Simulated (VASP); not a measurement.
A run of VASP 6.6.1 is set up as follows.

File INCAR:

```
  ALGO = Normal
  EDIFF = 1E-6
  ENCUT = 520
  GGA = PE
  ISIF = 2
  ISMEAR = 0
  LASPH = T
  LCHARG = F
  LREAL = F
  LWAVE = F
  NBANDS = 24
  NELM = 100
  PREC = Accurate
  SIGMA = 0.1
```

KPOINTS

```
k-points
0
Gamma
  6 6 6
```

The input POSCAR:

```
CuB6
1.0
    0.0000000000      3.1392681200      3.1392681200
    3.1392681200      0.0000000000      3.1392681200
    3.1392681200      3.1392681200      0.0000000000
Cu B
1 6
Direct
    0.0000000000      0.0000000000      0.0000000000
    0.5000000000      0.5000000000      0.0000000000
    0.5000000000      0.0000000000      0.5000000000
    0.0000000000      0.0000000000      0.5000000000
    0.0000000000      0.5000000000      0.0000000000
    0.0000000000      0.5000000000      0.5000000000
    0.5000000000      0.0000000000      0.0000000000
```

Potentials or basis: VASP PAW PBE potentials, release 64 (Cu, B).

Command:

```sh
$ cat potpaw_PBE.64/Cu/POTCAR potpaw_PBE.64/B/POTCAR > POTCAR
$ mpirun -np 1 vasp_std > vasp.out
```

(1) Predict the pressure.

## Answers

(1) -28.4 GPa.
